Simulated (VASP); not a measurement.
# PrAl3Mo2 (Cmmm) in VASP: relaxation of cell and atoms with PBE

Aim: the relaxation of cell and atoms of PrAl3Mo2 with PBE.

Everything below comes from runs of VASP 6.6.1. Logs are shortened: lines on timing, memory, paths and dates and some standing lists are left out, and cuts for length are marked.

**1. The cell of the first run**

The structure is orthorhombic, space group Cmmm (No. 65). Conventional cell: a = 4.082 Å, b = 12.593 Å, c = 4.399 Å, α = 90.00°, β = 90.00°, γ = 90.00°. Pr (site symmetry mmm) has 10 Al at 3.00 to 4.02 Å and 4 Mo at 3.22 Å and 2 Pr at 4.08 Å within 4.1 Å. Al (site symmetry mmm) has 4 Pr at 3.00 Å and 6 Mo at 3.11 to 3.94 Å and 6 Al at 3.17 to 4.08 Å within 4.1 Å. Al (site symmetry m2m) has 4 Al at 2.68 to 3.17 Å and 6 Mo at 2.76 to 3.00 Å and 2 Pr at 3.06 Å within 3.5 Å. Mo (site symmetry m2m) has 2 Mo at 2.59 Å and 8 Al at 2.76 to 3.11 Å and 2 Pr at 3.22 Å within 3.4 Å.

The cell was generated, and may not be a known phase.

**2. Relaxation of cell and atoms, PBE**

The input, INCAR:

```
PREC = Accurate ; ENCUT = 500
EDIFF = 1E-7 ; ISMEAR = 0
SIGMA = 0.1 ; LREAL = False
LASPH = True ; NELM = 200
ALGO = Normal ; ISIF = 3
LWAVE = False ; LCHARG = False
GGA = PE ; IBRION = 2
NSW = 100 ; EDIFFG = -0.01
GGA_COMPAT = False ; NELMIN = 4
LMAXMIX = 6
```

The input, KPOINTS:

```
regular mesh
0
Gamma
  10 10 8
```

The input, POSCAR:

```
PrAl3Mo2
1.0
    2.0411402087     -6.2964577278      0.0000000000
    2.0411402087      6.2964577278      0.0000000000
    0.0000000000      0.0000000000      4.3991148857
Pr Al Mo
1 3 2
Direct
    0.0000000000      0.0000000000      0.0000000000
    0.5000000000      0.5000000000      0.5000000000
    0.3188562071      0.6811437929      0.0000000000
    0.6811437929      0.3188562071      0.0000000000
    0.1868020899      0.8131979101      0.5000000000
    0.8131979101      0.1868020899      0.5000000000
```

Potentials or basis: VASP PAW PBE potentials, release 64 (Pr_3, Al, Mo_sv), 4f in core.

Launch:

```console
$ cat potpaw_PBE.64/Pr_3/POTCAR potpaw_PBE.64/Al/POTCAR potpaw_PBE.64/Mo_sv/POTCAR > POTCAR
$ mpirun -np 1 vasp_std > vasp.out
```

OUTCAR:

```text
PREC = Accurate
   ENCUT = 500
   EDIFF = 1E-7
   ISMEAR = 0
   LREAL = False
   LASPH = True
   NELM = 200
   ISIF = 3
   GGA = PE
   IBRION = 2
   NSW = 100
   EDIFFG = -0.01
   NELMIN = 4

 ion  position               nearest neighbor table
   1  0.000  0.000  0.000-   2 3.00   2 3.00   2 3.00   2 3.00   4 3.06   3 3.06   4 3.06   3 3.06
                             6 3.22   5 3.22   5 3.22   6 3.22
   2  0.500  0.500  0.500-   1 3.00   1 3.00   1 3.00   1 3.00   5 3.11   6 3.11   5 3.11   6 3.11
                             4 3.17   3 3.17   3 3.17   4 3.17
   3  0.319  0.681  0.000-   4 2.68   4 2.68   5 2.76   5 2.76   6 3.00   6 3.00   6 3.00   6 3.00
                             1 3.06   1 3.06   2 3.17   2 3.17
   4  0.681  0.319  0.000-   3 2.68   3 2.68   6 2.76   6 2.76   5 3.00   5 3.00   5 3.00   5 3.00
                             1 3.06   1 3.06   2 3.17   2 3.17
   5  0.187  0.813  0.500-   6 2.59   6 2.59   3 2.76   3 2.76   4 3.00   4 3.00   4 3.00   4 3.00
                             2 3.11   2 3.11   1 3.22   1 3.22
   6  0.813  0.187  0.500-   5 2.59   5 2.59   4 2.76   4 2.76   3 3.00   3 3.00   3 3.00   3 3.00
                             2 3.11   2 3.11   1 3.22   1 3.22

  LATTYP: Found a base centered orthorhombic cell.
 ALAT       =     4.0822804174
 B/A-ratio  =     3.0847747259
 C/A-ratio  =     1.0776121275

  Lattice vectors:

 A1 = (   2.0411402087,  -6.2964577278,   0.0000000000)
 A2 = (   2.0411402087,   6.2964577278,   0.0000000000)
 A3 = (   0.0000000000,   0.0000000000,   4.3991148857)

Analysis of symmetry for initial positions (statically):
=====================================================================
 Subroutine PRICEL returns:
 Original cell was already a primitive cell.

 Routine SETGRP: Setting up the symmetry group for a
 base centered orthorhombic supercell.

 Subroutine GETGRP returns: Found  8 space group operations
 (whereof  8 operations were pure point group operations)
 out of a pool of  8 trial point group operations.

The static configuration has the point symmetry D_2h.

Analysis of symmetry for dynamics (positions and initial velocities):
=====================================================================
 Subroutine PRICEL returns:
 Original cell was already a primitive cell.

 Routine SETGRP: Setting up the symmetry group for a
 base centered orthorhombic supercell.

 Subroutine GETGRP returns: Found  8 space group operations
 (whereof  8 operations were pure point group operations)
 out of a pool of  8 trial point group operations.

The dynamic configuration has the point symmetry D_2h.

 Subroutine INISYM returns: Found  8 space group operations
 (whereof  8 operations are pure point group operations),
 and found     1 'primitive' translations

----------------------------------------------------------------------------------------

                                     Primitive cell

  volume of cell :     113.0744

  direct lattice vectors                    reciprocal lattice vectors
     2.041140209 -6.296457728  0.000000000     0.244961124 -0.079409729  0.000000000
     2.041140209  6.296457728  0.000000000     0.244961124  0.079409729  0.000000000
     0.000000000  0.000000000  4.399114886     0.000000000  0.000000000  0.227318455

  length of vectors
     6.619035675  6.619035675  4.399114886     0.257510888  0.257510888  0.227318455

  position of ions in fractional coordinates (direct lattice)
     0.000000000  0.000000000  0.000000000
     0.500000000  0.500000000  0.500000000
     0.318856207  0.681143793  0.000000000
     0.681143793  0.318856207  0.000000000
     0.186802090  0.813197910  0.500000000
     0.813197910  0.186802090  0.500000000

  ion indices of the primitive-cell ions
   primitive index   ion index
                 1           1
                 2           2
                 3           3
                 4           4
                 5           5
                 6           6

----------------------------------------------------------------------------------------

 KPOINTS: regular mesh

Automatic generation of k-mesh.
 Grid dimensions read from file:
 generate k-points for:   10   10    8

 Generating k-lattice:

  Cartesian coordinates                     Fractional coordinates (reciprocal lattice)
     0.024496112 -0.007940973  0.000000000     0.100000000  0.000000000  0.000000000
     0.024496112  0.007940973  0.000000000     0.000000000  0.100000000  0.000000000
     0.000000000  0.000000000  0.028414807     0.000000000  0.000000000  0.125000000

  Length of vectors
     0.025751089  0.025751089  0.028414807

  Shift w.r.t. Gamma in fractional coordinates (k-lattice)
     0.000000000  0.000000000  0.000000000

 Subroutine IBZKPT returns following result:
 ===========================================

 Found    155 irreducible k-points:

 Following reciprocal coordinates:
            Coordinates               Weight
  0.000000  0.000000  0.000000      1.000000
  0.100000 -0.000000  0.000000      4.000000
  0.200000 -0.000000  0.000000      4.000000
  0.300000 -0.000000  0.000000      4.000000
  0.400000 -0.000000  0.000000      4.000000
  0.500000 -0.000000  0.000000      2.000000
[... 16 lines left out ...]
  0.300000  0.300000  0.000000      2.000000
  0.400000  0.300000  0.000000      4.000000
 [... further k-points ...]
   k-points           NKPTS =    155   k-points in BZ     NKDIM =    155   number of bands    NBANDS=     28
   number of dos      NEDOS =    301   number of ions     NIONS =      6
   total plane-waves  NPLWV =  73728
   dimension x,y,z NGX =    48 NGY =   48 NGZ =   32
   dimension x,y,z NGXF=    96 NGYF=   96 NGZF=   64
   ions per type =               1   3   2
   NGX,Y,Z   is equivalent  to a cutoff of  12.06, 12.06, 12.09 a.u.
   NGXF,Y,Z  is equivalent  to a cutoff of  24.11, 24.11, 24.19 a.u.
 SYSTEM =  unknown system
   PREC   = accura    normal or accurate (medium, high low for compatibility)
   ISTART =      0    job   : 0-new  1-cont  2-samecut
   ICHARG =      2    charge: 1-file 2-atom 10-const
   ISPIN  =      1    spin polarized calculation?
   LNONCOLLINEAR =      F non collinear calculations
   LSORBIT =      F    spin-orbit coupling
   LASPH  =      T    aspherical Exc in radial PAW
   ENCUT  =  500.0 eV  36.75 Ry    6.06 a.u.  12.07 12.07  8.02*2*pi/ulx,y,z
   NELM   =    200;   NELMIN=  4; NELMDL= -5     # of ELM steps
   EDIFF  = 0.1E-06   stopping-criterion for ELM
   LREAL  =      F    real-space projection
   EDIFFG = -.1E-01   stopping-criterion for IOM
   NSW    =    100    number of steps for IOM
   IBRION =      2    ionic relax: 0-MD 1-quasi-New 2-CG
   NFREE  =      1    steps in history (QN), initial steepest desc. (CG)
   ISIF   =      3    stress and relaxation
   ISYM   =      2    0-nonsym 1-usesym 2-fastsym
   POTIM  = 0.5000    time-step for ionic-motion
   TEBEG  =    0.0;   TEEND  =   0.0 temperature during run
   PSTRESS=    0.0 pullay stress
   NELECT =      48.0000    total number of electrons
   NUPDOWN=      -1.0000    fix difference up-down
   EMIN   =  10.00;   EMAX   =-10.00  energy-range for DOS
   EFERMI =   0.00;   METHOD = LEGACY
   ISMEAR =     0;   SIGMA  =   0.10  broadening in eV -4-tet -1-fermi 0-gaus
   EFERMI_NEDOS =   21; number of points for ismear=-14 and -15
   IALGO  =     38    algorithm
   IMIX   =      4    mixing-type and parameters
     AMIX     =   0.40;   BMIX     =  1.00
     AMIX_MAG =   1.60;   BMIX_MAG =  1.00
  volume/ion in A,a.u.               =      18.85       127.18
  Fermi-wavevector in a.u.,A,eV,Ry     =   1.230364  2.325052 20.596454  1.513797
  Thomas-Fermi vector in A             =   2.365216
   LORBIT       =      0    0 simple, 1 ext, 2 COOP (PROOUT), +10 PAW based schemes
   GGA     = PE    functional components
   LHFCALC =     F    Hartree Fock is set to
   AEXX    =    0.0000 exact exchange contribution
   IVDW    =     0    specifies the selected vdW correction
   LEPSILON=     F    determine dielectric tensor
   LRPA    =     F    only Hartree local field effects (RPA)
 conjugate gradient relaxation of ions
 non-spin polarized calculation
 Gauss-broadening in eV      SIGMA  =   0.10
  energy-cutoff  :      500.00
  volume of cell :      113.07
 maximum number of plane-waves:      2908
   NGX = 25   NGY = 25   NGZ = 17

--------------------------------------- Ionic step        1  -------------------------------------------

 number of electron      47.9999994 magnetization

 Free energy of the ion-electron system (eV)
  ---------------------------------------------------
  ext. energy  EPLUGINS =         0.00000000
  ---------------------------------------------------
  free energy    TOTEN  =       -37.31016567 eV

  energy without entropy =      -37.28772920  energy(sigma->0) =      -37.29894743

------------------------ aborting loop because EDIFF is reached ----------------------------------------

  FORCE on cell =-STRESS in cart. coord.  units (eV):
  Direction    XX          YY          ZZ          XY          YZ          ZX
  --------------------------------------------------------------------------------------
  -------------------------------------------------------------------------------------
  Total        0.0691421      0.1595637      0.4379380     -0.0000000      0.0000000      0.0000000
  in kB        0.9796906      2.2608939      6.2052430     -0.0000000      0.0000000      0.0000000
  external PRESSURE =       3.1486092 kB  Pullay stress =       0.0000000 kB
[... 101 lines left out ...]
  FREE ENERGIE OF THE ION-ELECTRON SYSTEM (eV)
  ---------------------------------------------------
  free  energy   TOTEN  =       -37.3109643793 eV

  energy  without entropy=      -37.2884311255  energy(sigma->0) =      -37.29969775

[... ionic steps 4 to 11 ...]

--------------------------------------- Ionic step       12  -------------------------------------------

 number of electron      48.0000003 magnetization

------------------------ aborting loop because EDIFF is reached ----------------------------------------

  FORCE on cell =-STRESS in cart. coord.  units (eV):
  Direction    XX          YY          ZZ          XY          YZ          ZX
  --------------------------------------------------------------------------------------
  -------------------------------------------------------------------------------------
  Total       -0.0828106     -0.1072442     -0.0014218     -0.0000000      0.0000000      0.0000000
  in kB       -1.1643561     -1.5079044     -0.0199909     -0.0000000      0.0000000      0.0000000
  external PRESSURE =      -0.8974171 kB  Pullay stress =       0.0000000 kB
[... 65 lines left out ...]
  energy  without entropy=      -37.2950961706  energy(sigma->0) =      -37.30488166

--------------------------------------- Ionic step       14  -------------------------------------------

 number of electron      48.0000004 magnetization

 Free energy of the ion-electron system (eV)
  ---------------------------------------------------
  ext. energy  EPLUGINS =         0.00000000
  ---------------------------------------------------
  free energy    TOTEN  =       -37.31471372 eV

  energy without entropy =      -37.29525963  energy(sigma->0) =      -37.30498667

 E-fermi :   7.6049     XC(G=0): -11.0308

 val. band max:        7.6046110677   @ k =   0.5000   0.4000   0.5000
 cond. band min:       7.6050617625   @ k =  -0.1000   0.1000   0.2500
 fundamental gap:      0.0004506948
 Fermi energy:         7.6048916623

 k-point     1 :       0.0000    0.0000    0.0000
  band No.  band energies     occupation
      1     -53.0661      2.00000
      2     -52.8421      2.00000
      3     -27.5135      2.00000
      4     -27.5015      2.00000
      5     -27.2711      2.00000
      6     -27.1973      2.00000
[... 733 lines left out ...]
     27       8.5504      0.00000
     28       9.5633      0.00000

 [... further k-points ...]
[... 5 lines left out ...]
  --------------------------------------------------------------------------------------
  -------------------------------------------------------------------------------------
  Total        0.0234178      0.0027110      0.0055060      0.0000000      0.0000000      0.0000000
  in kB        0.3292713      0.0381184      0.0774184      0.0000000      0.0000000      0.0000000
  external PRESSURE =       0.1482694 kB  Pullay stress =       0.0000000 kB
[... 21 lines left out ...]
  FREE ENERGIE OF THE ION-ELECTRON SYSTEM (eV)
  ---------------------------------------------------
  free  energy   TOTEN  =       -37.3147137207 eV

  energy  without entropy=      -37.2952596289  energy(sigma->0) =      -37.30498667

 reached required accuracy - stopping structural energy minimisation
```

Wall time 38 min (1 thread of AMD EPYC 9R45 (Zen 5), shared host); peak memory 0.57 GiB.

What came out:

```yaml
Free_energy: -37.3147 eV
Relaxed_volume: 18.99 Å³/atom
Relaxed_cell: a = 6.725 Å, b = 6.725 Å, c = 4.474 Å, α = 90.00°, β = 90.00°, γ = 145.73°
Space_group_after_relaxing_to_0.1_Å: Cmmm (No. 65)
Energy_gained_by_relaxing: 0.8 meV/atom
Ionic_steps: 14
Pressure_after_relaxing: 0.0 GPa
Largest_force_after_relaxing: 0.010 eV/Å
Band_gap_on_the_k_mesh: zero (bands 24 and 25 overlap by 0.62 eV)
```

Forces on the atoms (eV/Å):
```
Pr   0.000  0.000  0.000
Al   0.000  0.000  0.000
Al   0.000 -0.010  0.000
Al   0.000  0.010  0.000
Mo   0.000 -0.007  0.000
Mo   0.000  0.007  0.000
```

Step by step:
| step | energy change (eV) | largest force (eV/Å) | pressure (GPa) | volume (Å³) |
| --- | --- | --- | --- | --- |
| 1 | 0.0000 | 0.0560 | 0.31 | 113.07 |
| 2 | -0.0007 | 0.0500 | -0.30 | 113.68 |
| 3 | -0.0008 | 0.0348 | -0.14 | 113.53 |
| 4 | -0.0014 | 0.0086 | -0.06 | 113.49 |
| 5 | -0.0015 | 0.0170 | 0.01 | 113.46 |
| 6 | -0.0018 | 0.0148 | 0.02 | 113.47 |
| 7 | -0.0024 | 0.0083 | 0.05 | 113.50 |
| 8 | -0.0035 | 0.0156 | 0.11 | 113.56 |
| 9 | -0.0035 | 0.0553 | 0.23 | 113.63 |
| 10 | -0.0040 | 0.0344 | 0.16 | 113.60 |
| 11 | -0.0042 | 0.0401 | 0.07 | 113.73 |
| 12 | -0.0044 | 0.0497 | -0.09 | 113.95 |
| 13 | -0.0045 | 0.0262 | -0.03 | 113.95 |
| 14 | -0.0045 | 0.0099 | 0.01 | 113.95 |

Final structure:
```cif
data_structure
_symmetry_space_group_name_H-M 'P 1'
_symmetry_Int_Tables_number 1
_cell_length_a 6.7252
_cell_length_b 6.7252
_cell_length_c 4.4741
_cell_angle_alpha 90.000
_cell_angle_beta 90.000
_cell_angle_gamma 145.729
_cell_volume 113.95
loop_
_atom_site_label
_atom_site_type_symbol
_atom_site_fract_x
_atom_site_fract_y
_atom_site_fract_z
_atom_site_occupancy
Pr1 Pr 0.00000 0.00000 0.00000 1
Al1 Al 0.50000 0.50000 0.50000 1
Al2 Al 0.31897 0.68103 0.00000 1
Al3 Al 0.68103 0.31897 0.00000 1
Mo1 Mo 0.18692 0.81308 0.50000 1
Mo2 Mo 0.81308 0.18692 0.50000 1
```

Levels at points of the mesh, in eV from the Fermi level:
| k point | band 20 | band 21 | band 22 | band 23 | band 24 | band 25 | band 26 | band 27 | band 28 |
| --- | --- | --- | --- | --- | --- | --- | --- | --- | --- |
| (0.00, 0.00, 0.00) | -1.68 | -1.65 | -1.27 | -0.55 | -0.26 | 0.13 | 0.67 | 0.83 | 1.83 |
| (0.50, 0.00, 0.00) | -1.29 | -1.29 | -0.95 | -0.45 | 0.27 | 0.41 | 0.73 | 0.90 | 1.97 |
| (0.50, 0.50, 0.00) | -1.70 | -0.98 | -0.75 | -0.72 | 0.29 | 0.49 | 0.64 | 1.13 | 1.82 |
| (0.00, 0.00, 0.50) | -1.89 | -1.87 | -0.94 | -0.90 | -0.52 | 0.57 | 0.69 | 1.34 | 2.13 |
| (0.50, 0.00, 0.50) | -1.24 | -1.20 | -0.84 | -0.67 | -0.35 | -0.18 | 0.12 | 0.85 | 1.34 |
| (0.50, 0.50, 0.50) | -1.34 | -1.10 | -1.04 | -0.12 | 0.11 | 0.67 | 0.70 | 0.85 | 1.68 |

Caveat: spin-orbit coupling is left out, which moves the levels of the heavy elements; the 4f electrons are frozen in the core, so they carry no moment and show no levels. Spin polarisation is off, so any magnetic state and its effect on volume and gap are missing.
